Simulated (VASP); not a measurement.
# NbRu3 (R-3m) in VASP: single point with LDA

Aim: the single point of NbRu3 with LDA.

All numbers are computed with VASP 6.6.1; they aren't measurements. Logs are shortened: lines on timing, memory, paths and dates and some standing lists are left out, and cuts for length are marked.

## (1) The cell of the first run

It takes space group R-3m (No. 166, trigonal). The conventional cell has a = 5.432 Å, b = 5.432 Å, c = 6.855 Å, α = 90.00°, β = 90.00°, γ = 120.00°. Within 3.6 Å of Nb (site symmetry -3m) lie 12 Ru at 2.72 to 2.77 Å. Within 3.6 Å of Ru (site symmetry 2/m) lie 4 Nb at 2.72 to 2.77 Å and 8 Ru at 2.72 to 2.77 Å.

## (2) Single point, LDA (equal xy, yz and zx shear strains of +2 %)

Input file INCAR:

```
SYSTEM = NbRu3
  ALGO = Normal
  EDIFF = 1E-7
  ENCUT = 520
  GGA = CA
  ISIF = 2
  ISMEAR = -1
  LASPH = .TRUE.
  LCHARG = .TRUE.
  LELF = .TRUE.
  LREAL = .FALSE.
  LVHAR = .TRUE.
  LWAVE = .FALSE.
  NBANDS = 36
  NELM = 60
  PREC = Accurate
  SIGMA = 0.05
```

Input file KPOINTS:

```
k-points
0
G
  9 9 9
  0 0 0
```

Input file POSCAR:

```
NbRu3
1.0
    3.8800000000      0.0388000000      0.0388000000
    0.0388000000      3.8800000000      0.0388000000
    0.0388000000      0.0388000000      3.8800000000
Nb Ru
1 3
Direct
    0.0000000000      0.0000000000      0.0000000000
    0.0000000000      0.5000000000      0.5000000000
    0.5000000000      0.0000000000      0.5000000000
    0.5000000000      0.5000000000      0.0000000000
```

Potentials or basis: VASP PAW LDA potentials, release 64 (Nb_sv, Ru_pv).

On the command line:

```sh
$ cat potpaw_LDA.64/Nb_sv/POTCAR potpaw_LDA.64/Ru_pv/POTCAR > POTCAR
$ mpirun -np 1 vasp_std > vasp.out
```

OUTCAR:

```text
SYSTEM = NbRu3
   EDIFF = 1E-7
   ENCUT = 520
   GGA = CA
   ISIF = 2
   ISMEAR = -1
   LASPH = .TRUE.
   LREAL = .FALSE.
   NELM = 60
   PREC = Accurate

 ion  position               nearest neighbor table
   1  0.000  0.000  0.000-   2 2.72   3 2.72   2 2.72   4 2.72   3 2.72   4 2.72   2 2.77   2 2.77
                             3 2.77   4 2.77   3 2.77   4 2.77
   2  0.000  0.500  0.500-   1 2.72   4 2.72   1 2.72   3 2.72   3 2.72   4 2.72   1 2.77   1 2.77
                             3 2.77   4 2.77   4 2.77   3 2.77
   3  0.500  0.000  0.500-   1 2.72   4 2.72   2 2.72   4 2.72   1 2.72   2 2.72   1 2.77   4 2.77
                             2 2.77   4 2.77   1 2.77   2 2.77
   4  0.500  0.500  0.000-   2 2.72   3 2.72   1 2.72   3 2.72   1 2.72   2 2.72   1 2.77   3 2.77
                             2 2.77   3 2.77   2 2.77   1 2.77

  LATTYP: Found a trigonal (rhomboedric) cell.
 ALAT       =     3.8803879806
 COS(alpha) =     0.0200959808

  Lattice vectors:

 A1 = (   3.8800000000,   0.0388000000,   0.0388000000)
 A2 = (   0.0388000000,   3.8800000000,   0.0388000000)
 A3 = (   0.0388000000,   0.0388000000,   3.8800000000)

Analysis of symmetry for initial positions (statically):
=====================================================================
 Subroutine PRICEL returns:
 Original cell was already a primitive cell.

 Routine SETGRP: Setting up the symmetry group for a
 trigonal (rhombohedral) supercell.

 Subroutine GETGRP returns: Found 12 space group operations
 (whereof 12 operations were pure point group operations)
 out of a pool of 12 trial point group operations.

The static configuration has the point symmetry D_3d.

Analysis of symmetry for dynamics (positions and initial velocities):
=====================================================================
 Subroutine PRICEL returns:
 Original cell was already a primitive cell.

 Routine SETGRP: Setting up the symmetry group for a
 trigonal (rhombohedral) supercell.

 Subroutine GETGRP returns: Found 12 space group operations
 (whereof 12 operations were pure point group operations)
 out of a pool of 12 trial point group operations.

The dynamic configuration has the point symmetry D_3d.

 Subroutine INISYM returns: Found 12 space group operations
 (whereof 12 operations are pure point group operations),
 and found     1 'primitive' translations

----------------------------------------------------------------------------------------

                                     Primitive cell

  volume of cell :      58.3937

  direct lattice vectors                    reciprocal lattice vectors
     3.880000000  0.038800000  0.038800000     0.257783005 -0.002552307 -0.002552307
     0.038800000  3.880000000  0.038800000    -0.002552307  0.257783005 -0.002552307
     0.038800000  0.038800000  3.880000000    -0.002552307 -0.002552307  0.257783005

  length of vectors
     3.880387981  3.880387981  3.880387981     0.257808274  0.257808274  0.257808274

  position of ions in fractional coordinates (direct lattice)
     0.000000000  0.000000000  0.000000000
     1.000000000  0.500000000  0.500000000
     0.500000000  1.000000000  0.500000000
     0.500000000  0.500000000  0.000000000

  ion indices of the primitive-cell ions
   primitive index   ion index
                 1           1
                 2           2
                 3           3
                 4           4

----------------------------------------------------------------------------------------

 KPOINTS: k-points

Automatic generation of k-mesh.
 Grid dimensions read from file:
 generate k-points for:    9    9    9

 Generating k-lattice:

  Cartesian coordinates                     Fractional coordinates (reciprocal lattice)
     0.028642556 -0.000283590 -0.000283590     0.111111111 -0.000000000 -0.000000000
    -0.000283590  0.028642556 -0.000283590    -0.000000000  0.111111111 -0.000000000
    -0.000283590 -0.000283590  0.028642556    -0.000000000 -0.000000000  0.111111111

  Length of vectors
     0.028645364  0.028645364  0.028645364

  Shift w.r.t. Gamma in fractional coordinates (k-lattice)
     0.000000000  0.000000000  0.000000000

 Subroutine IBZKPT returns following result:
 ===========================================

 Found     85 irreducible k-points:

 Following reciprocal coordinates:
            Coordinates               Weight
  0.000000  0.000000  0.000000      1.000000
  0.111111 -0.000000 -0.000000      6.000000
  0.222222 -0.000000 -0.000000      6.000000
  0.333333 -0.000000 -0.000000      6.000000
  0.444444 -0.000000 -0.000000      6.000000
  0.111111  0.111111 -0.000000      6.000000
[... 16 lines left out ...]
 -0.333333  0.333333  0.000000      6.000000
  0.444444  0.444444 -0.000000      6.000000
 [... further k-points ...]
   k-points           NKPTS =     85   k-points in BZ     NKDIM =     85   number of bands    NBANDS=     36
   number of dos      NEDOS =    301   number of ions     NIONS =      4
   total plane-waves  NPLWV =  27000
   dimension x,y,z NGX =    30 NGY =   30 NGZ =   30
   dimension x,y,z NGXF=    60 NGYF=   60 NGZF=   60
   ions per type =               1   3
   NGX,Y,Z   is equivalent  to a cutoff of  12.85, 12.85, 12.85 a.u.
   NGXF,Y,Z  is equivalent  to a cutoff of  25.71, 25.71, 25.71 a.u.
 SYSTEM =  NbRu3
   PREC   = accura    normal or accurate (medium, high low for compatibility)
   ISTART =      0    job   : 0-new  1-cont  2-samecut
   ICHARG =      2    charge: 1-file 2-atom 10-const
   ISPIN  =      1    spin polarized calculation?
   LNONCOLLINEAR =      F non collinear calculations
   LSORBIT =      F    spin-orbit coupling
   LASPH  =      T    aspherical Exc in radial PAW
   ENCUT  =  520.0 eV  38.22 Ry    6.18 a.u.   7.21  7.21  7.21*2*pi/ulx,y,z
   NELM   =     60;   NELMIN=  2; NELMDL= -5     # of ELM steps
   EDIFF  = 0.1E-06   stopping-criterion for ELM
   LREAL  =      F    real-space projection
   EDIFFG = 0.1E-05   stopping-criterion for IOM
   NSW    =      0    number of steps for IOM
   IBRION =     -1    ionic relax: 0-MD 1-quasi-New 2-CG
   NFREE  =      0    steps in history (QN), initial steepest desc. (CG)
   ISIF   =      2    stress and relaxation
   ISYM   =      2    0-nonsym 1-usesym 2-fastsym
   POTIM  = 0.5000    time-step for ionic-motion
   TEBEG  =    0.0;   TEEND  =   0.0 temperature during run
   PSTRESS=    0.0 pullay stress
   NELECT =      55.0000    total number of electrons
   NUPDOWN=      -1.0000    fix difference up-down
   EMIN   =  10.00;   EMAX   =-10.00  energy-range for DOS
   EFERMI =   0.00;   METHOD = LEGACY
   ISMEAR =    -1;   SIGMA  =   0.05  broadening in eV -4-tet -1-fermi 0-gaus
   EFERMI_NEDOS =   21; number of points for ismear=-14 and -15
   IALGO  =     38    algorithm
   IMIX   =      4    mixing-type and parameters
     AMIX     =   0.40;   BMIX     =  1.00
     AMIX_MAG =   1.60;   BMIX_MAG =  1.00
  volume/ion in A,a.u.               =      14.60        98.51
  Fermi-wavevector in a.u.,A,eV,Ry     =   1.604749  3.032536 35.037992  2.575220
  Thomas-Fermi vector in A             =   2.701205
   LORBIT       =      0    0 simple, 1 ext, 2 COOP (PROOUT), +10 PAW based schemes
   GGA     = CA    functional components
   LHFCALC =     F    Hartree Fock is set to
   AEXX    =    0.0000 exact exchange contribution
   IVDW    =     0    specifies the selected vdW correction
   LEPSILON=     F    determine dielectric tensor
   LRPA    =     F    only Hartree local field effects (RPA)
 non-spin polarized calculation
  energy-cutoff  :      520.00
  volume of cell :       58.39
 maximum number of plane-waves:      1589
 NGX is ok and might be reduce to    30
   NGX = 15   NGY = 15   NGZ = 15

 number of electron      55.0000002 magnetization

 Free energy of the ion-electron system (eV)
  ---------------------------------------------------
  ext. energy  EPLUGINS =         0.00000000
  ---------------------------------------------------
  free energy    TOTEN  =       -43.73236890 eV

  energy without entropy =      -43.68967936  energy(sigma->0) =      -43.71102413

 E-fermi :  12.0411     XC(G=0): -13.9115

 val. band max:       12.0217577513   @ k =  -0.2222  -0.3333   0.1111
 cond. band min:      12.0416952147   @ k =   0.2222   0.1111  -0.0000
 fundamental gap:      0.0199374634
 Fermi energy:        12.0411175543

 k-point     1 :       0.0000    0.0000    0.0000
  band No.  band energies     occupation
      1     -42.4000      2.00000
      2     -30.5204      2.00000
      3     -30.4771      2.00000
      4     -30.4771      2.00000
      5     -30.1100      2.00000
      6     -30.1100      2.00000
[... 28 lines left out ...]
     35      16.7664      0.00000
     36      16.7753      0.00000

 k-point     2 :       0.1111   -0.0000   -0.0000
  band No.  band energies     occupation
      1     -42.4002      2.00000
      2     -30.5070      2.00000
      3     -30.4662      2.00000
      4     -30.4634      2.00000
      5     -30.1122      2.00000
      6     -30.1118      2.00000
[... 28 lines left out ...]
     35      16.7612      0.00000
     36      17.6942      0.00000

 k-point     3 :       0.2222   -0.0000   -0.0000
  band No.  band energies     occupation
      1     -42.4007      2.00000
      2     -30.4732      2.00000
      3     -30.4359      2.00000
      4     -30.4202      2.00000
      5     -30.1204      2.00000
      6     -30.1181      2.00000
[... 28 lines left out ...]
     35      16.7302      0.00000
     36      19.1835      0.00000
[... 742 lines left out ...]
 k-point    23 :      -0.3333    0.3333    0.0000
  band No.  band energies     occupation
      1     -42.4009      2.00000
      2     -30.4369      2.00000
      3     -30.3251      2.00000
      4     -30.3206      2.00000
      5     -30.2149      2.00000
      6     -30.1497      2.00000
[... 28 lines left out ...]
     35      16.4069      0.00000
     36      18.0477      0.00000

 k-point    24 :       0.4444    0.4444   -0.0000
  band No.  band energies     occupation
      1     -42.4003      2.00000
      2     -30.4585      2.00000
      3     -30.3870      2.00000
      4     -30.2288      2.00000
      5     -30.1879      2.00000
      6     -30.1508      2.00000
[... 28 lines left out ...]
     35      16.5319      0.00000
     36      18.2531      0.00000

 [... further k-points ...]

------------------------ aborting loop because EDIFF is reached ----------------------------------------

  FORCE on cell =-STRESS in cart. coord.  units (eV):
  Direction    XX          YY          ZZ          XY          YZ          ZX
  --------------------------------------------------------------------------------------
  -------------------------------------------------------------------------------------
  Total       -3.8767051     -3.8767051     -3.8767051     -1.1811326     -1.1811326     -1.1811326
  in kB     -106.3671709   -106.3671709   -106.3671709    -32.4073497    -32.4073497    -32.4073497
  external PRESSURE =    -106.3671709 kB  Pullay stress =       0.0000000 kB

 VOLUME and BASIS-vectors are now :
 -----------------------------------------------------------------------------
  energy-cutoff  :      520.00
  volume of cell :       58.39
      direct lattice vectors                 reciprocal lattice vectors
     3.880000000  0.038800000  0.038800000     0.257783005 -0.002552307 -0.002552307
     0.038800000  3.880000000  0.038800000    -0.002552307  0.257783005 -0.002552307
     0.038800000  0.038800000  3.880000000    -0.002552307 -0.002552307  0.257783005

 POSITION                                       TOTAL-FORCE (eV/Angst)
 -----------------------------------------------------------------------------------
      0.00000      0.00000      0.00000         0.000000     -0.000000      0.000000
      0.03880      1.95940      1.95940        -0.000000     -0.000000      0.000000
      1.95940      0.03880      1.95940         0.000000      0.000000      0.000000
      1.95940      1.95940      0.03880         0.000000      0.000000      0.000000
 -----------------------------------------------------------------------------------
    total drift:                                0.000000      0.000000     -0.000000

  FREE ENERGIE OF THE ION-ELECTRON SYSTEM (eV)
  ---------------------------------------------------
  free  energy   TOTEN  =       -43.7323689002 eV

  energy  without entropy=      -43.6896793578  energy(sigma->0) =      -43.71102413
```

It took 2.2 min on 1 thread of Intel Xeon Platinum 8488C (Sapphire Rapids), shared host; peak memory 0.25 GiB.

What came out:

```
Free energy            : -43.7324 eV
Pressure               : -10.6 GPa
Band gap on the k mesh : zero (an odd number of electrons rules out a gap without spin polarisation)
```

Stress tensor (GPa, compression positive):
```
-10.64  -3.24  -3.24
 -3.24 -10.64  -3.24
 -3.24  -3.24 -10.64
```

Levels at points of the mesh, in eV from the Fermi level:
```tsv
k point	band 25	band 26	band 27	band 28	band 29	band 30	band 31	band 32
(0.00, 0.00, 0.00)	0.49	1.75	2.30	2.30	2.33	3.63	3.63	3.97
```

Caveat: the cell differs from its parent crystal (equal xy, yz and zx shear strains of +2 %); the cell stands under tension.
